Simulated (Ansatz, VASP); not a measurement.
Hf4Cl in VASP and in Ansatz

```
CELL_PARAMETERS angstrom
5.70842 0.00000 0.00000
-2.85421 4.94363 0.00000
0.00000 0.00000 4.53926
ATOMIC_POSITIONS crystal
Hf 0.50000 0.00000 0.00000
Hf 0.00000 0.50000 0.00000
Hf 0.50000 0.50000 0.00000
Hf 0.00000 0.00000 0.50000
Cl 0.00000 0.00000 0.00000
```

Alike in both runs: functional PBE; k mesh 12 × 12 × 8; occupations gaussian, width 0.1 eV; no spin polarisation.

Ansatz relaxed the structure, and its values are those at the end. VASP's run is a single point on that final structure, the one shown.

|  | VASP | Ansatz |
| --- | --- | --- |
| version | VASP 6.6.1 | Ansatz 0.2.0 |
| potentials or method | VASP PAW PBE potentials, release 64 (Hf_pv, Cl), cutoff 520 eV | scalar-relativistic, plane waves, PAW |
| valence electrons in the cell | 47 | 111 |

Ansatz gave:

| Quantity | Value |
| --- | --- |
| gap on the k mesh at the Fermi level (eV) | none |
| pressure (GPa) | 0.0 |

Question: Which values does VASP return?

Answer: gap on the k mesh at the Fermi level (eV): none; pressure (GPa): -0.3.

A gap of «none» marks a metal or a gap that the smearing closes. VASP's potentials hold 47 valence electrons a cell and Ansatz's 111, so a difference there can come from the potentials and not from the codes.

Neither program's run includes spin-orbit coupling.
